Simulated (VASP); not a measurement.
Write the native input for VASP 6.6.1 that does the following.

| Property | Result |
| --- | --- |
| Task | single point |
| Functional | PBE |
| Dispersion | D3(BJ) |
| Potentials or basis | VASP PAW PBE potentials, release 64 (As) |
| Cutoff | 520 eV |
| k mesh | 9 × 9 × 1 |
| Occupations | gaussian, width 0.02 eV |
| Spin | no spin polarisation |
| Dipole correction | yes |
| Further INCAR settings | ALGO = Normal; EDIFF = 1e-06; NBANDS = 12 |

The structure of As lies in POSCAR:

```
As
1.0
    3.5780000000      0.0000000000      0.0000000000
   -1.7890000000      3.0986388948      0.0000000000
    0.0000000000      0.0000000000     28.5742413766
As
2
Direct
    0.3333333333      0.6666666667      0.4790370638
    0.6666666667      0.3333333333      0.5209629362
```

The input as run:

INCAR

```
SYSTEM = As
  PREC = Accurate
  ENCUT = 520
  EDIFF = 1E-6
  ISMEAR = 0
  SIGMA = 0.02
  LREAL = .FALSE.
  LASPH = .TRUE.
  NELM = 80
  ALGO = Normal
  ISIF = 2
  LWAVE = .FALSE.
  LCHARG = .FALSE.
  LDIPOL = .TRUE.
  IDIPOL = 3
  DIPOL = 0.5 0.5 0.500
  GGA = PE
  IVDW = 12
  NBANDS = 12
```

KPOINTS

```
regular mesh
0
G
  9 9 1
  0 0 0
```

Potentials or basis: VASP PAW PBE potentials, release 64 (As).

Launch:

```console
$ cat potpaw_PBE.64/As/POTCAR > POTCAR
$ mpirun -np 1 vasp_std > vasp.out
```

It gave:

```
Largest force              : 2.901 eV/Å
Band gap on the k mesh     : 1.25 eV, indirect (least direct gap 1.38 eV)
Dispersion energy per atom : -0.214 eV
```

Wall time 2.1 min on 1 thread of Intel Xeon 8259CL (shared host), peak memory 0.42 GiB.
